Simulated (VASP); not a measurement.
A run of VASP 6.6.1 is set up as follows.

The input INCAR:

```
PREC = Accurate ; ENCUT = 520
EDIFF = 1E-6 ; ISMEAR = -1
SIGMA = 0.05 ; LREAL = Auto
LASPH = True ; NELM = 100
ALGO = Normal ; ISIF = 2
LWAVE = False ; LCHARG = False
NBANDS = 53
```

KPOINTS

```
regular mesh
0
Gamma
  2 2 2
```

Contents of POSCAR:

```
Si16Ge
1.0
    0.0000000000      5.4300000000      5.4300000000
    5.4300000000      0.0000000000      5.4300000000
    5.4300000000      5.4300000000      0.0000000000
Si Ge
16 1
Direct
    0.0002084775      0.0003326363     -0.0010779479
    0.1213388661      0.1213371320      0.1212761055
   -0.0042923958     -0.0042699836      0.5040274031
    0.1217941944      0.1218074547      0.6345715216
   -0.0044249425      0.5045192749     -0.0046729892
    0.1214072345      0.6358628502      0.1213247563
   -0.0042712313      0.5044655061      0.5040175309
    0.1269550275      0.6244582734      0.6240744522
    0.5044777794     -0.0043905381     -0.0046611069
    0.6357500275      0.1214487245      0.1213528756
    0.5044230853     -0.0042359827      0.5040118783
    0.6244350988      0.1269587601      0.6240844284
    0.5044692487      0.5045059990     -0.0046414876
    0.6243244891      0.6243577748      0.1269054586
    0.5000187903      0.5000288431      0.4999068605
    0.6244508167      0.6244834914      0.6241004910
    0.2502772838      0.2504689938      1.2484622995
```

Potentials or basis: VASP PAW LDA potentials, release 64 (Si, Ge_d).

Run with:

```sh
$ cat potpaw_LDA.64/Si/POTCAR potpaw_LDA.64/Ge_d/POTCAR > POTCAR
$ mpirun -np 1 vasp_std > vasp.out
```

Question: What does it give for the largest force?

Answer: 0.020 eV/Å.

Question: Predict the band gap on the k mesh.

Answer: Zero (bands 39 and 40 overlap by 0.30 eV).

Question: Predict the pressure.

Answer: 3.0 GPa.

Forces on the atoms (eV/Å):
```
Si   0.006  0.007 -0.005
Si  -0.010 -0.012  0.002
Si   0.000  0.000 -0.003
Si  -0.003 -0.003  0.001
Si   0.002  0.004 -0.002
Si  -0.005 -0.010  0.007
Si   0.003  0.000  0.001
Si   0.002 -0.003 -0.002
Si   0.004  0.003 -0.002
Si  -0.009 -0.005  0.007
Si   0.000  0.003  0.001
Si  -0.002  0.002 -0.003
Si   0.002  0.002 -0.003
Si  -0.006 -0.006  0.006
Si   0.001  0.001 -0.001
Si   0.002  0.002  0.002
Ge   0.012  0.014 -0.007
```

Caveat: the k points lie up to 0.50 Å⁻¹ apart.
